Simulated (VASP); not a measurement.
Write the native input for VASP 6.6.1 that does the following.

- Task: single point
- Functional: PBEsol
- Potentials or basis: VASP PAW PBE potentials, release 64 (Mo_sv, Si)
- Cutoff: 520 eV
- k mesh: 7 × 7 × 7
- Occupations: fermi-dirac, width 0.03 eV
- Spin: no spin polarisation
- Dipole correction: no
- Further INCAR settings: ALGO = Normal; EDIFF = 1e-07; NBANDS = 18

The structure of Si2Mo lies in POSCAR:

```
Si2Mo
1.0
   -1.6000000000      1.6000000000      3.9305000000
    1.6000000000     -1.6000000000      3.9305000000
    1.6000000000      1.6000000000     -3.9305000000
Mo Si
1 2
Direct
    0.0000000000      0.0000000000      0.0000000000
    0.6670000000      0.6670000000      0.0000000000
    0.3330000000      0.3330000000      0.0000000000
```

One way to write it, as run:

INCAR

```
SYSTEM = Si2Mo
ALGO = Normal
EDIFF = 1E-7
ENCUT = 520
GGA = PS
ISIF = 2
ISMEAR = -1
LASPH = .TRUE.
LCHARG = .FALSE.
LREAL = .FALSE.
LWAVE = .FALSE.
NBANDS = 18
NELM = 60
PREC = Accurate
SIGMA = 0.03
```

KPOINTS

```
k-points
0
G
  7 7 7
  0 0 0
```

Potentials or basis: VASP PAW PBE potentials, release 64 (Mo_sv, Si).

Run with:

```bash
$ cat potpaw_PBE.64/Mo_sv/POTCAR potpaw_PBE.64/Si/POTCAR > POTCAR
$ mpirun -np 1 vasp_std > vasp.out
```

Results of the run:

The pressure is -2.4 GPa, the largest force is 0.346 eV/Å and the band gap on the k mesh is zero (band 11 reaches 12.69 eV, above the bottom of band 12 at 11.90 eV).

Caveat: the k points lie up to 0.40 Å⁻¹ apart; the PAW data sets were made with another functional, which shifts forces and pressure a little.

Wall time 47 s on 1 thread of Intel Xeon 6975P-C, with other jobs on the host, peak memory 0.21 GiB.
